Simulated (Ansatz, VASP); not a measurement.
## Two plane-wave programs on BaIr3

```
CELL_PARAMETERS angstrom
7.02508 0.00000 0.00000
-3.51254 6.08389 0.00000
0.00000 0.00000 4.51883
ATOMIC_POSITIONS crystal
Ba 0.33333 0.66667 0.25000
Ba 0.66667 0.33333 0.75000
Ir 0.87877 0.75754 0.25000
Ir 0.12123 0.87877 0.75000
Ir 0.24246 0.12123 0.25000
Ir 0.12123 0.24246 0.75000
Ir 0.87877 0.12123 0.25000
Ir 0.75754 0.87877 0.75000
```

Alike in both runs: functional PBE; k mesh 6 × 6 × 8; occupations gaussian, width 0.1 eV; no spin polarisation.

Ansatz relaxed the structure, and its values are those at the end. VASP's run is a single point on that final structure, the one shown.

```csv
,VASP,Ansatz
version,VASP 6.6.1,Ansatz 0.2.0
potentials or method,"VASP PAW PBE potentials, release 64 (Ba_sv, Ir), cutoff 520 eV","scalar-relativistic, plane waves, PAW"
valence electrons in the cell,74,122
```

Ansatz gave:

- gap on the k mesh at the Fermi level (eV): none
- pressure (GPa): 0.0
- rms of the force components (eV/Å): 0.000

Task: What did VASP give for the same quantities?

Result: gap on the k mesh at the Fermi level (eV): none; pressure (GPa): 0.7; rms of the force components (eV/Å): 0.011.

A gap of «none» marks a metal or a gap that the smearing closes. VASP's potentials hold 74 valence electrons a cell and Ansatz's 122, so a difference there can come from the potentials and not from the codes.

Spin-orbit coupling is off throughout.
